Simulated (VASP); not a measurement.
# FeSi3 (Pm-3m) in VASP: notebook, part 2 of 2

VASP 6.6.1. Earlier steps stand in the parts before.

### Step 3. Single point, PBE, collinear spin, ferromagnetic start

This run uses another cell than the first one, of 20.48 Å³/atom.

File INCAR:

```
ALGO     = Normal         # electronic algorithm
EDIFF    = 1E-6           # SCF threshold, eV
ENCUT    = 600            # plane-wave cutoff, eV
GGA      = PE             # functional
GGA_COMPAT= F            
ISIF     = 2              # what is computed and relaxed
ISMEAR   = 0              # smearing method
ISPIN    = 2              # spin polarisation
LASPH    = T              # aspherical terms in the spheres
LCHARG   = F              # write CHGCAR
LMAXMIX  = 4              # l up to which the mixer works
LORBIT   = 11             # projections on sites
LREAL    = F              # projectors in reciprocal space
LWAVE    = F              # write WAVECAR
MAGMOM   = 0.42 0 0 0     # initial moments
NBANDS   = 22             # bands
NELM     = 200            # most SCF steps
PREC     = Accurate       # precision mode
SIGMA    = 0.1            # smearing width, eV
```

File KPOINTS:

```
k-points
0
Gamma
  4 4 4
```

File POSCAR:

```
FeSi3
1.0
    4.3428507033      0.0000000000      0.0000000000
    0.0000000000      4.3428507033      0.0000000000
    0.0000000000      0.0000000000      4.3428507033
Fe Si
1 3
Direct
    0.0000000000      0.0000000000      0.0000000000
    0.5000000000      0.0000000000      0.0000000000
    0.0000000000      0.5000000000      0.0000000000
    0.0000000000      0.0000000000      0.5000000000
```

Potentials or basis: VASP PAW PBE potentials, release 64 (Fe, Si).

On the command line:

```bash
> cat potpaw_PBE.64/Fe/POTCAR potpaw_PBE.64/Si/POTCAR > POTCAR
> mpirun -np 1 vasp_std > vasp.out
```

OUTCAR:

```text
EDIFF = 1E-6
   ENCUT = 600
   GGA = PE
   ISIF = 2
   ISMEAR = 0
   ISPIN = 2
   LASPH = T
   LORBIT = 11
   LREAL = F
   NELM = 200
   PREC = Accurate

 ion  position               nearest neighbor table
   1  0.000  0.000  0.000-   2 2.17   3 2.17   4 2.17   4 2.17   3 2.17   2 2.17
   2  0.500  0.000  0.000-   1 2.17   1 2.17   4 3.07   4 3.07   3 3.07   3 3.07   3 3.07   4 3.07
                             4 3.07   3 3.07
   3  0.000  0.500  0.000-   1 2.17   1 2.17   4 3.07   4 3.07   2 3.07   2 3.07   4 3.07   4 3.07
                             2 3.07   2 3.07
   4  0.000  0.000  0.500-   1 2.17   1 2.17   3 3.07   2 3.07   2 3.07   3 3.07   3 3.07   3 3.07
                             2 3.07   2 3.07

  LATTYP: Found a simple cubic cell.
 ALAT       =     4.3428507033

  Lattice vectors:

 A1 = (   4.3428507033,   0.0000000000,   0.0000000000)
[... 694 lines left out ...]

------------------------ aborting loop because EDIFF is reached ----------------------------------------

  FORCE on cell =-STRESS in cart. coord.  units (eV):
  Direction    XX          YY          ZZ          XY          YZ          ZX
  --------------------------------------------------------------------------------------
  -------------------------------------------------------------------------------------
  Total       -0.9918255     -0.9918255     -0.9918255      0.0000000     -0.0000000      0.0000000
  in kB      -19.4008679    -19.4008679    -19.4008679      0.0000000     -0.0000000      0.0000000
  external PRESSURE =     -19.4008679 kB  Pullay stress =       0.0000000 kB

 VOLUME and BASIS-vectors are now :
 -----------------------------------------------------------------------------
  energy-cutoff  :      600.00
  volume of cell :       81.91
      direct lattice vectors                 reciprocal lattice vectors
     4.342850703  0.000000000  0.000000000     0.230263499  0.000000000  0.000000000
     0.000000000  4.342850703  0.000000000     0.000000000  0.230263499  0.000000000
     0.000000000  0.000000000  4.342850703     0.000000000  0.000000000  0.230263499

 POSITION                                       TOTAL-FORCE (eV/Angst)
 -----------------------------------------------------------------------------------
      0.00000      0.00000      0.00000         0.000000      0.000000      0.000000
      2.17143      0.00000      0.00000         0.000000      0.000000      0.000000
      0.00000      2.17143      0.00000         0.000000      0.000000      0.000000
      0.00000      0.00000      2.17143         0.000000      0.000000      0.000000
 -----------------------------------------------------------------------------------
    total drift:                               -0.000000     -0.000000     -0.000000

  FREE ENERGIE OF THE ION-ELECTRON SYSTEM (eV)
  ---------------------------------------------------
  free  energy   TOTEN  =       -22.7770303265 eV

  energy  without entropy=      -22.7500916618  energy(sigma->0) =      -22.76356099

 total charge

# of ion       s       p       d       tot
------------------------------------------
    1        0.538   0.819   6.783   8.140
    2        0.823   0.736   0.000   1.559
    3        0.823   0.736   0.000   1.559
    4        0.823   0.736   0.000   1.559
--------------------------------------------------
tot          3.008   3.026   6.783  12.817

 magnetization (x)

# of ion       s       p       d       tot
------------------------------------------
    1        0.000   0.000   0.002   0.002
    2        0.000   0.000   0.000   0.000
    3        0.000   0.000   0.000   0.000
    4        0.000   0.000   0.000   0.000
--------------------------------------------------
tot          0.000   0.000   0.002   0.003
```

OSZICAR:

```text
N       E                     dE             d eps       ncg     rms          rms(c)
DAV:   1     0.889148757873E+02    0.88915E+02   -0.82997E+03   880   0.871E+02
DAV:   2    -0.174362028928E+02   -0.10635E+03   -0.96111E+02   904   0.182E+02
DAV:   3    -0.241082168521E+02   -0.66720E+01   -0.65254E+01  1160   0.522E+01
DAV:   4    -0.242514237561E+02   -0.14321E+00   -0.14292E+00  1024   0.716E+00
[... 12 lines left out ...]
DAV:  17    -0.227770451457E+02   -0.57978E-04   -0.31595E-04  1210   0.198E-01    0.460E-02
DAV:  18    -0.227770218002E+02    0.23346E-04   -0.11950E-04  1194   0.121E-01    0.140E-02
DAV:  19    -0.227770311116E+02   -0.93114E-05   -0.34574E-05  1054   0.368E-02    0.112E-02
DAV:  20    -0.227770303265E+02    0.78511E-06   -0.34083E-06  1038   0.182E-02
   1 F= -.22777030E+02 E0= -.22763561E+02  d E =-.269387E-01  mag=    -0.0012
```

It took 1.8 min on 1 thread of Intel Xeon 8259CL, shared host; peak memory 0.24 GiB.

What came out:

| Quantity | Value |
| --- | --- |
| Free energy | -22.7770 eV |
| Pressure | -1.9 GPa |
| Band gap on the k mesh | zero (filled and empty bands overlap) |
| Net moment | 0.00 μB per cell |
| Valence electrons inside the program's atomic spheres | Fe 8.14; Si 1.56 |

Caveat: the k points lie up to 0.36 Å⁻¹ apart.

### Step 4. Relaxation of cell and atoms, PBE, collinear spin, ferromagnetic start

File INCAR:

```
PREC = Accurate
ENCUT = 600
EDIFF = 1E-7
ISMEAR = 0
SIGMA = 0.1
LREAL = False
LASPH = True
NELM = 200
ALGO = Normal
ISIF = 3
LWAVE = False
LCHARG = False
ISPIN = 2
MAGMOM = 0.42 0 0 0
LORBIT = 11
LMAXMIX = 4
GGA = PE
IBRION = 2
NSW = 90
EDIFFG = -0.04
GGA_COMPAT = False
NELMIN = 4
```

File KPOINTS:

```
regular mesh
0
Gamma
  4 4 4
```

File POSCAR:

```
FeSi3
1.0
    4.1248031315      0.0000000000      0.0000000000
    0.0000000000      4.1248031315      0.0000000000
    0.0000000000      0.0000000000      4.1248031315
Fe Si
1 3
Direct
    0.0000000000      0.0000000000      0.0000000000
    0.5000000000      0.0000000000      0.0000000000
    0.0000000000      0.5000000000      0.0000000000
    0.0000000000      0.0000000000      0.5000000000
```

Potentials or basis: VASP PAW PBE potentials, release 64 (Fe, Si).

On the command line:

```bash
> cat potpaw_PBE.64/Fe/POTCAR potpaw_PBE.64/Si/POTCAR > POTCAR
> mpirun -np 1 vasp_std > vasp.out
```

OUTCAR:

```text
PREC = Accurate
   ENCUT = 600
   EDIFF = 1E-7
   ISMEAR = 0
   LREAL = False
   LASPH = True
   NELM = 200
   ISIF = 3
   ISPIN = 2
   LORBIT = 11
   GGA = PE
   IBRION = 2
   NSW = 90
   EDIFFG = -0.04
   NELMIN = 4

 ion  position               nearest neighbor table
   1  0.000  0.000  0.000-   2 2.06   3 2.06   4 2.06   4 2.06   3 2.06   2 2.06
   2  0.500  0.000  0.000-   1 2.06   1 2.06   4 2.92   4 2.92   3 2.92   3 2.92   3 2.92   4 2.92
                             4 2.92   3 2.92
   3  0.000  0.500  0.000-   1 2.06   1 2.06   4 2.92   4 2.92   2 2.92   2 2.92   4 2.92   4 2.92
                             2 2.92   2 2.92
   4  0.000  0.000  0.500-   1 2.06   1 2.06   3 2.92   2 2.92   2 2.92   3 2.92   3 2.92   3 2.92
                             2 2.92   2 2.92

  LATTYP: Found a simple cubic cell.
 ALAT       =     4.1248031315

  Lattice vectors:

[... 621 lines left out ...]
  energy without entropy =      -22.76123343  energy(sigma->0) =      -22.77459951

 E-fermi :   5.6369     XC(G=0):  -9.4321

 val. band max:        5.5528320965   @ k =   0.5000   0.2500   0.2500
 cond. band min:       5.6583825320   @ k =   0.2500   0.2500   0.0000
 fundamental gap:      0.1055504355
 Fermi energy:         5.6369121450

 spin component 1

 k-point     1 :       0.0000    0.0000    0.0000
  band No.  band energies     occupation
      1      -6.1940      1.00000
      2      -1.2155      1.00000
      3      -1.2155      1.00000
      4       1.6902      1.00000
      5       1.6902      1.00000
      6       1.6902      1.00000
      7       3.0441      1.00000
      8       3.0441      1.00000
      9       3.0441      1.00000
     10       5.5393      0.91621
     11       5.5393      0.91621
[... 358 lines left out ...]
  FREE ENERGIE OF THE ION-ELECTRON SYSTEM (eV)
  ---------------------------------------------------
  free  energy   TOTEN  =       -22.7879655933 eV

  energy  without entropy=      -22.7612334257  energy(sigma->0) =      -22.77459951

 reached required accuracy - stopping structural energy minimisation

 total charge

# of ion       s       p       d       tot
------------------------------------------
    1        0.551   0.849   6.822   8.222
    2        0.821   0.747   0.000   1.568
    3        0.821   0.747   0.000   1.568
    4        0.821   0.747   0.000   1.568
--------------------------------------------------
tot          3.015   3.088   6.822  12.925

 magnetization (x)

# of ion       s       p       d       tot
------------------------------------------
    1        0.000   0.000  -0.000  -0.000
    2       -0.000  -0.000   0.000  -0.000
    3       -0.000  -0.000   0.000  -0.000
    4       -0.000  -0.000   0.000  -0.000
--------------------------------------------------
tot         -0.000   0.000  -0.000  -0.000
```

CONTCAR:

```text
FeSi3
   1.00000000000000
     4.3071677302974303    0.0000000000000000   -0.0000000000000000
     0.0000000000000000    4.3071677302974303   -0.0000000000000000
     0.0000000000000000   -0.0000000000000000    4.3071677302974312
  Fe              Si
     1     3
Direct
     0.0000000000000000    0.0000000000000000    0.0000000000000000
     0.5000000000000000    0.0000000000000000    0.0000000000000000
     0.0000000000000000    0.5000000000000000    0.0000000000000000
     0.0000000000000000    0.0000000000000000    0.5000000000000000

  0.00000000E+00  0.00000000E+00  0.00000000E+00
  0.00000000E+00  0.00000000E+00  0.00000000E+00
  0.00000000E+00  0.00000000E+00  0.00000000E+00
  0.00000000E+00  0.00000000E+00  0.00000000E+00
```

Run time: 2.5 min. Hardware: 1 thread of Intel Xeon 8259CL, shared host; peak memory 0.25 GiB.

Results:

```yaml
Free_energy: -22.7880 eV
Relaxed_volume: 19.98 Å³/atom
Relaxed_cell: a = 4.307 Å, b = 4.307 Å, c = 4.307 Å, α = 90.00°, β = 90.00°, γ = 90.00°
Space_group_after_relaxing_to_0.1_Å: Pm-3m (No. 221)
Energy_gained_by_relaxing: 98.8 meV/atom
Ionic_steps: 3
Pressure_after_relaxing: 0.0 GPa
Band_gap_on_the_k_mesh: zero (filled and empty bands overlap)
Net_moment: 0.00 μB per cell
Valence_electrons_inside_the_program's_atomic_spheres: Fe 8.22; Si 1.57
```

Step by step:
| step | energy change (eV) | largest force (eV/Å) | pressure (GPa) | volume (Å³) |
| --- | --- | --- | --- | --- |
| 1 | 0.0000 | 0.0000 | 14.95 | 70.18 |
| 2 | -0.2086 | 0.0000 | -6.65 | 88.15 |
| 3 | -0.3950 | 0.0000 | 0.04 | 79.91 |

Final structure:
```
Fe Si
1.0
     4.30717    0.00000    0.00000
     0.00000    4.30717    0.00000
     0.00000    0.00000    4.30717
Fe Si
1 3
Direct
  0.00000 0.00000 0.00000
  0.50000 0.00000 0.00000
  0.00000 0.50000 0.00000
  0.00000 0.00000 0.50000
```

Caveat: the k points lie up to 0.36 Å⁻¹ apart in the final cell.

### Step 5. The runs side by side

```tsv
task	cell	gap on the mesh (eV)	pressure (GPa)	moment (μB)
single point	a = 4.125 Å, 4 atoms	none	14.9	0.63
single point	a = 4.343 Å, 4 atoms	none	-1.9	0.00
relaxation of cell and atoms	relaxed from a = 4.125 Å, 4 atoms	none	0.0	0.00
```

Alike in all rows: level PBE; potentials or basis VASP PAW PBE potentials, release 64 (Fe, Si); spin collinear, ferromagnetic start; k mesh 4 × 4 × 4; cutoff (eV) 600; smearing gaussian 0.1 eV.

Caveats: all runs use coarse meshes.

Total energies depend on the potentials used, so only differences within one code and one set of settings carry meaning.
